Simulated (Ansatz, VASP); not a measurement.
Two plane-wave programs on Cu

INCAR

```
  ALGO = Normal
  EDIFF = 1E-7
  ENCUT = 520
  GGA = PS
  ISIF = 2
  ISMEAR = -1
  LASPH = T
  LCHARG = F
  LREAL = F
  LWAVE = F
  NBANDS = 12
  NELM = 100
  PREC = Accurate
  SIGMA = 0.1
```

KPOINTS

```
k-points
0
Gamma
  25 25 25
```

The input POSCAR:

```
Cu
1.0
    0.0000000000      1.8499797260      1.8499797260
    1.8499797260      0.0000000000      1.8499797260
    1.8499797260      1.8499797260      0.0000000000
Cu
1
Direct
    0.0000000000      0.0000000000      0.0000000000
```

Input for Ansatz:

```yaml
crystal:
  lattice:
    - [0.0, 1.8499797276, 1.8499797276]
    - [1.8499797276, 0.0, 1.8499797276]
    - [1.8499797276, 1.8499797276, 0.0]
  atoms:
    - { symbol: Cu, position: [0.0, 0.0, 0.0] }
hamiltonian:
  xc: pbesol
  pseudopotentials:
    kind: paw
    azcp:
      Cu: "pseudopotentials/Cu.paw.azcp"
basis:
  ecutwfc: 420
  fft_grid_basis: typed
kpoints:
  mp_grid: { grid: [25, 25, 25], shift: [0, 0, 0] }
magnetization:
  spin_polarized: false
scf:
  occupations: { method: fermi_dirac, width: 0.1 }
output:
  stress: true
```

Alike in both runs: task single point; functional PBEsol; k mesh 25 × 25 × 25; occupations fermi-dirac, width 0.1 eV; no spin polarisation.

|  | VASP | Ansatz |
| --- | --- | --- |
| version | VASP 6.6.1 | Ansatz 0.2.0 |
| potentials or method | VASP PAW PBE potentials, release 64 (Cu), cutoff 520 eV | plane waves (420 eV) with PAW, scalar-relativistic |
| valence electrons in the cell | 11 | 19 |

```csv
,VASP,Ansatz,Ansatz less VASP
pressure (GPa),-13.6,-14.3,-0.67
```

VASP's potentials were made for PBE, not for PBEsol, and Ansatz warns of the same on its side. The functional is the same, so the differences come from potentials, cutoffs and numerics. VASP's potentials hold 11 valence electrons a cell and Ansatz's 19, so a difference there can come from the potentials and not from the codes.
